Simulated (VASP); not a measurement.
# AlCu3 (P-4m2) in VASP: a series of runs

The runs below take AlCu3 through single point, with LDA.

Everything below comes from runs of VASP 6.6.1. Logs are shortened: lines on timing, memory, paths and dates and some standing lists are left out, and cuts for length are marked.

## 1. The cell of the first run

It takes space group P-4m2 (No. 115, tetragonal). Conventional cell: a = 3.529 Å, b = 3.529 Å, c = 3.529 Å, α = 90.00°, β = 90.00°, γ = 90.00°. Within 3.2 Å of Al (site symmetry -4m2) lie 12 Cu at 2.43 to 2.56 Å. Within 3.2 Å of Cu (site symmetry 2mm) lie 4 Al at 2.43 to 2.56 Å and 8 Cu at 2.43 to 2.56 Å. Cu (site symmetry -4m2) has 8 Cu at 2.43 to 2.56 Å and 4 Al at 2.50 Å within 3.2 Å.

## 2. Single point, LDA (atoms displaced along a vibrational mode, the cell strained)

INCAR reads:

```
  ALGO = Fast
  EDIFF = 1E-6
  ENCUT = 520
  GGA = CA
  ISIF = 2
  ISMEAR = 0
  LASPH = T
  LCHARG = T
  LELF = T
  LREAL = F
  LVHAR = T
  LWAVE = F
  NBANDS = 26
  NELM = 100
  PREC = Accurate
  SIGMA = 0.15
```

KPOINTS reads:

```
k-points
0
Gamma
  12 12 12
```

POSCAR reads:

```
AlCu3
1.0
    3.5290891026      0.0000000000      0.0000000000
    0.0000000000      3.5290891026      0.0000000000
    0.0000000000      0.0000000000      3.5290891026
Al Cu
1 3
Direct
    0.0000000000      0.0000000000      0.0000000000
    0.5000000000      0.4732517947      0.0000000000
    0.5000000000      0.0000000000      0.5000000000
    0.0000000000      0.5267482053      0.5000000000
```

Potentials or basis: VASP PAW LDA potentials, release 64 (Al, Cu).

Started as:

```bash
$ cat potpaw_LDA.64/Al/POTCAR potpaw_LDA.64/Cu/POTCAR > POTCAR
$ mpirun -np 1 vasp_std > vasp.out
```

OUTCAR:

```text
EDIFF = 1E-6
   ENCUT = 520
   GGA = CA
   ISIF = 2
   ISMEAR = 0
   LASPH = T
   LREAL = F
   NELM = 100
   PREC = Accurate

 ion  position               nearest neighbor table
   1  0.000  0.000  0.000-   2 2.43   4 2.43   4 2.43   2 2.43   3 2.50   3 2.50   3 2.50   3 2.50
                             4 2.56   4 2.56   2 2.56   2 2.56
   2  0.500  0.473  0.000-   1 2.43   3 2.43   3 2.43   1 2.43   4 2.50   4 2.50   4 2.50   4 2.50
                             1 2.56   3 2.56   1 2.56   3 2.56
   3  0.500  0.000  0.500-   2 2.43   4 2.43   2 2.43   4 2.43   1 2.50   1 2.50   1 2.50   1 2.50
                             4 2.56   4 2.56   2 2.56   2 2.56
   4  0.000  0.527  0.500-   1 2.43   3 2.43   1 2.43   3 2.43   2 2.50   2 2.50   2 2.50   2 2.50
                             1 2.56   3 2.56   1 2.56   3 2.56

  LATTYP: Found a simple cubic cell.
 ALAT       =     3.5290891026

  Lattice vectors:

 A1 = (   3.5290891026,   0.0000000000,   0.0000000000)
 A2 = (   0.0000000000,   3.5290891026,   0.0000000000)
 A3 = (   0.0000000000,   0.0000000000,   3.5290891026)

Analysis of symmetry for initial positions (statically):
=====================================================================
 Subroutine PRICEL returns:
 Original cell was already a primitive cell.

 Routine SETGRP: Setting up the symmetry group for a
 simple cubic supercell.

 Subroutine GETGRP returns: Found  8 space group operations
 (whereof  8 operations were pure point group operations)
 out of a pool of 48 trial point group operations.

The static configuration has the point symmetry D_2d.

Analysis of symmetry for dynamics (positions and initial velocities):
=====================================================================
 Subroutine PRICEL returns:
 Original cell was already a primitive cell.

 Routine SETGRP: Setting up the symmetry group for a
 simple cubic supercell.

 Subroutine GETGRP returns: Found  8 space group operations
 (whereof  8 operations were pure point group operations)
 out of a pool of 48 trial point group operations.

The dynamic configuration has the point symmetry D_2d.

 Subroutine INISYM returns: Found  8 space group operations
 (whereof  8 operations are pure point group operations),
 and found     1 'primitive' translations

----------------------------------------------------------------------------------------

                                     Primitive cell

  volume of cell :      43.9529

  direct lattice vectors                    reciprocal lattice vectors
     3.529089103  0.000000000  0.000000000     0.283359238  0.000000000  0.000000000
     0.000000000  3.529089103  0.000000000     0.000000000  0.283359238  0.000000000
     0.000000000  0.000000000  3.529089103     0.000000000  0.000000000  0.283359238

  length of vectors
     3.529089103  3.529089103  3.529089103     0.283359238  0.283359238  0.283359238

  position of ions in fractional coordinates (direct lattice)
     0.000000000  0.000000000  0.000000000
     0.500000000  0.473251795  0.000000000
     0.500000000  0.000000000  0.500000000
     0.000000000  0.526748205  0.500000000

  ion indices of the primitive-cell ions
   primitive index   ion index
                 1           1
                 2           2
                 3           3
                 4           4

----------------------------------------------------------------------------------------

 KPOINTS: k-points

Automatic generation of k-mesh.
 Grid dimensions read from file:
 generate k-points for:   12   12   12

 Generating k-lattice:

  Cartesian coordinates                     Fractional coordinates (reciprocal lattice)
     0.023613270  0.000000000  0.000000000     0.083333333  0.000000000  0.000000000
     0.000000000  0.023613270  0.000000000     0.000000000  0.083333333  0.000000000
     0.000000000  0.000000000  0.023613270     0.000000000  0.000000000  0.083333333

  Length of vectors
     0.023613270  0.023613270  0.023613270

  Shift w.r.t. Gamma in fractional coordinates (k-lattice)
     0.000000000  0.000000000  0.000000000

 Subroutine IBZKPT returns following result:
 ===========================================

 Found    196 irreducible k-points:

 Following reciprocal coordinates:
            Coordinates               Weight
  0.000000  0.000000  0.000000      1.000000
  0.083333  0.000000  0.000000      4.000000
  0.000000  0.083333  0.000000      2.000000
  0.166667  0.000000  0.000000      4.000000
  0.000000  0.166667  0.000000      2.000000
  0.250000  0.000000  0.000000      4.000000
[... 16 lines left out ...]
  0.000000  0.333333  0.083333      8.000000
  0.083333  0.000000  0.333333      8.000000
 [... further k-points ...]
   k-points           NKPTS =    196   k-points in BZ     NKDIM =    196   number of bands    NBANDS=     26
   number of dos      NEDOS =    301   number of ions     NIONS =      4
   total plane-waves  NPLWV =  21952
   dimension x,y,z NGX =    28 NGY =   28 NGZ =   28
   dimension x,y,z NGXF=    56 NGYF=   56 NGZF=   56
   ions per type =               1   3
   NGX,Y,Z   is equivalent  to a cutoff of  13.19, 13.19, 13.19 a.u.
   NGXF,Y,Z  is equivalent  to a cutoff of  26.38, 26.38, 26.38 a.u.
 SYSTEM =  unknown system
   PREC   = accura    normal or accurate (medium, high low for compatibility)
   ISTART =      0    job   : 0-new  1-cont  2-samecut
   ICHARG =      2    charge: 1-file 2-atom 10-const
   ISPIN  =      1    spin polarized calculation?
   LNONCOLLINEAR =      F non collinear calculations
   LSORBIT =      F    spin-orbit coupling
   LASPH  =      T    aspherical Exc in radial PAW
   ENCUT  =  520.0 eV  38.22 Ry    6.18 a.u.   6.56  6.56  6.56*2*pi/ulx,y,z
   NELM   =    100;   NELMIN=  2; NELMDL= -5     # of ELM steps
   EDIFF  = 0.1E-05   stopping-criterion for ELM
   LREAL  =      F    real-space projection
   EDIFFG = 0.1E-04   stopping-criterion for IOM
   NSW    =      0    number of steps for IOM
   IBRION =     -1    ionic relax: 0-MD 1-quasi-New 2-CG
   NFREE  =      0    steps in history (QN), initial steepest desc. (CG)
   ISIF   =      2    stress and relaxation
   ISYM   =      2    0-nonsym 1-usesym 2-fastsym
   POTIM  = 0.5000    time-step for ionic-motion
   TEBEG  =    0.0;   TEEND  =   0.0 temperature during run
   PSTRESS=    0.0 pullay stress
   NELECT =      36.0000    total number of electrons
   NUPDOWN=      -1.0000    fix difference up-down
   EMIN   =  10.00;   EMAX   =-10.00  energy-range for DOS
   EFERMI =   0.00;   METHOD = LEGACY
   ISMEAR =     0;   SIGMA  =   0.15  broadening in eV -4-tet -1-fermi 0-gaus
   EFERMI_NEDOS =   21; number of points for ismear=-14 and -15
   IALGO  =     68    algorithm
   IMIX   =      4    mixing-type and parameters
     AMIX     =   0.40;   BMIX     =  1.00
     AMIX_MAG =   1.60;   BMIX_MAG =  1.00
  volume/ion in A,a.u.               =      10.99        74.15
  Fermi-wavevector in a.u.,A,eV,Ry     =   1.531721  2.894533 31.921576  2.346170
  Thomas-Fermi vector in A             =   2.639026
   LORBIT       =      0    0 simple, 1 ext, 2 COOP (PROOUT), +10 PAW based schemes
   GGA     = CA    functional components
   LHFCALC =     F    Hartree Fock is set to
   AEXX    =    0.0000 exact exchange contribution
   IVDW    =     0    specifies the selected vdW correction
   LEPSILON=     F    determine dielectric tensor
   LRPA    =     F    only Hartree local field effects (RPA)
 non-spin polarized calculation
 RMM-DIIS sequential band-by-band and
 Gauss-broadening in eV      SIGMA  =   0.15
  energy-cutoff  :      520.00
  volume of cell :       43.95
 maximum number of plane-waves:      1213
 NGX is ok and might be reduce to    28
   NGX = 13   NGY = 13   NGZ = 13

 number of electron      35.9999995 magnetization

 Free energy of the ion-electron system (eV)
  ---------------------------------------------------
  ext. energy  EPLUGINS =         0.00000000
  ---------------------------------------------------
  free energy    TOTEN  =       -18.95812572 eV

  energy without entropy =      -18.94747024  energy(sigma->0) =      -18.95279798

 E-fermi :   9.7054     XC(G=0): -13.1313

 val. band max:        9.7028165998   @ k =   0.1667   0.0833   0.0833
 cond. band min:       9.7472410274   @ k =   0.0833   0.1667   0.0833
 fundamental gap:      0.0444244275
 Fermi energy:         9.7053913394

 k-point     1 :       0.0000    0.0000    0.0000
  band No.  band energies     occupation
      1      -1.6718      2.00000
      2       3.6762      2.00000
      3       4.2892      2.00000
      4       4.3244      2.00000
      5       4.5968      2.00000
      6       4.5968      2.00000
[... 18 lines left out ...]
     25      20.8697      0.00000
     26      22.2564      0.00000

 k-point     2 :       0.0833    0.0000    0.0000
  band No.  band energies     occupation
      1      -1.5856      2.00000
      2       3.7019      2.00000
      3       4.2624      2.00000
      4       4.3616      2.00000
      5       4.5883      2.00000
      6       4.6155      2.00000
[... 18 lines left out ...]
     25      20.5734      0.00000
     26      21.7754      0.00000

 k-point     3 :       0.0000    0.0833    0.0000
  band No.  band energies     occupation
      1      -1.5856      2.00000
      2       3.7035      2.00000
      3       4.2763      2.00000
      4       4.3509      2.00000
      5       4.6110      2.00000
      6       4.6110      2.00000
[... 572 lines left out ...]
 k-point    23 :       0.0000    0.3333    0.0833
  band No.  band energies     occupation
      1      -0.2504      2.00000
      2       3.0543      2.00000
      3       4.2748      2.00000
      4       4.7453      2.00000
      5       4.7668      2.00000
      6       4.9159      2.00000
[... 18 lines left out ...]
     25      19.6462      0.00000
     26      21.2656      0.00000

 k-point    24 :       0.0833    0.0000    0.3333
  band No.  band energies     occupation
      1      -0.2491      2.00000
      2       3.0480      2.00000
      3       4.2592      2.00000
      4       4.7055      2.00000
      5       4.7308      2.00000
      6       4.8889      2.00000
[... 18 lines left out ...]
     25      19.6612      0.00000
     26      21.2164      0.00000

 [... further k-points ...]

------------------------ aborting loop because EDIFF is reached ----------------------------------------

  FORCE on cell =-STRESS in cart. coord.  units (eV):
  Direction    XX          YY          ZZ          XY          YZ          ZX
  --------------------------------------------------------------------------------------
  -------------------------------------------------------------------------------------
  Total        2.9050906      2.9490752      2.9050906      0.0000000      0.0000000      0.0000000
  in kB      105.8966922    107.5000219    105.8966922      0.0000000      0.0000000      0.0000000
  external PRESSURE =     106.4311354 kB  Pullay stress =       0.0000000 kB

 VOLUME and BASIS-vectors are now :
 -----------------------------------------------------------------------------
  energy-cutoff  :      520.00
  volume of cell :       43.95
      direct lattice vectors                 reciprocal lattice vectors
     3.529089103  0.000000000  0.000000000     0.283359238  0.000000000  0.000000000
     0.000000000  3.529089103  0.000000000     0.000000000  0.283359238  0.000000000
     0.000000000  0.000000000  3.529089103     0.000000000  0.000000000  0.283359238

 POSITION                                       TOTAL-FORCE (eV/Angst)
 -----------------------------------------------------------------------------------
      0.00000      0.00000      0.00000         0.000000      0.000000     -0.000000
      1.76454      1.67015      0.00000        -0.000000      0.792266      0.000000
      1.76454      0.00000      1.76454         0.000000      0.000000     -0.000000
      0.00000      1.85894      1.76454         0.000000     -0.792266     -0.000000
 -----------------------------------------------------------------------------------
    total drift:                                0.000000      0.000001      0.000000

  FREE ENERGIE OF THE ION-ELECTRON SYSTEM (eV)
  ---------------------------------------------------
  free  energy   TOTEN  =       -18.9581257199 eV

  energy  without entropy=      -18.9474702395  energy(sigma->0) =      -18.95279798
```

Run time: 97 s. Hardware: 1 thread of Intel Xeon 6975P-C (Granite Rapids), shared host; peak memory 0.28 GiB.

Results:

| Property | Result |
| --- | --- |
| Free energy | -18.9581 eV |
| Pressure | 10.6 GPa |
| Largest force | 0.792 eV/Å |
| Band gap on the k mesh | zero (bands 18 and 19 overlap by 5.93 eV) |

Forces in eV/Å, atoms in the order of the input:
```
Al   0.000  0.000  0.000
Cu   0.000  0.792  0.000
Cu   0.000  0.000  0.000
Cu   0.000 -0.792  0.000
```

Caveat: the cell differs from its parent crystal (atoms displaced along a vibrational mode, the cell strained); the cell stands under pressure.

## 3. Single point, LDA (atoms displaced along a vibrational mode, the cell strained)

INCAR reads:

```
  PREC = Accurate
  ENCUT = 520
  EDIFF = 1E-7
  ISMEAR = 0
  SIGMA = 0.15
  LREAL = False
  LASPH = True
  NELM = 80
  ALGO = Fast
  ISIF = 2
  LWAVE = False
  LCHARG = True
  GGA = CA
  LELF = True
  LVHAR = True
  NBANDS = 26
```

KPOINTS reads:

```
regular mesh
0
Gamma
  12 12 12
```

POSCAR reads:

```
AlCu3
1.0
    3.5290891026      0.0000000000      0.0000000000
    0.0000000000      3.5290891026      0.0000000000
    0.0000000000      0.0000000000      3.5290891026
Al Cu
1 3
Direct
    0.0000000000      0.0000000000      0.0000000000
    0.5000000000      0.4839510768      0.0000000000
    0.5000000000      0.0000000000      0.5000000000
    0.0000000000      0.5160489232      0.5000000000
```

Potentials or basis: VASP PAW LDA potentials, release 64 (Al, Cu).

Started as:

```bash
$ cat potpaw_LDA.64/Al/POTCAR potpaw_LDA.64/Cu/POTCAR > POTCAR
$ mpirun -np 1 vasp_std > vasp.out
```

It took 1.9 min on 1 thread of Intel Xeon 6975P-C (Granite Rapids), shared host; peak memory 0.28 GiB.

It converged, with:

| Item | Value |
| --- | --- |
| Free energy | -19.0057 eV |
| Pressure | 10.4 GPa |
| Largest force | 0.470 eV/Å |
| Band gap on the k mesh | zero (bands 18 and 19 overlap by 5.92 eV) |

Forces in eV/Å, atoms in the order of the input:
```
Al   0.000  0.000  0.000
Cu   0.000  0.470  0.000
Cu   0.000  0.000  0.000
Cu   0.000 -0.470  0.000
```

Levels at points of the mesh, in eV from the Fermi level:
```tsv
k point	band 14	band 15	band 16	band 17	band 18	band 19	band 20	band 21	band 22	band 23
(0.00, 0.00, 0.00)	-2.25	-2.23	-2.23	-0.38	-0.38	-0.35	4.73	4.76	5.74	11.13
(0.50, 0.00, 0.00)	-3.23	-3.16	-2.71	-2.23	4.03	4.03	4.05	4.10	5.03	6.56
(0.00, 0.50, 0.00)	-3.31	-3.11	-2.72	-2.24	4.05	4.05	4.10	4.10	4.98	6.56
(0.50, 0.50, 0.00)	-3.18	-3.14	-3.01	-2.55	-1.26	-1.26	6.65	6.71	6.96	7.47
(0.50, 0.00, 0.50)	-3.22	-3.21	-3.00	-2.54	-1.27	-1.27	6.74	6.74	6.87	7.51
(0.50, 0.50, 0.50)	-3.22	-3.16	-2.44	-2.43	-2.43	-1.68	1.73	2.00	2.00	2.00
```

Caveat: the cell differs from its parent crystal (atoms displaced along a vibrational mode, the cell strained); the cell stands under pressure.
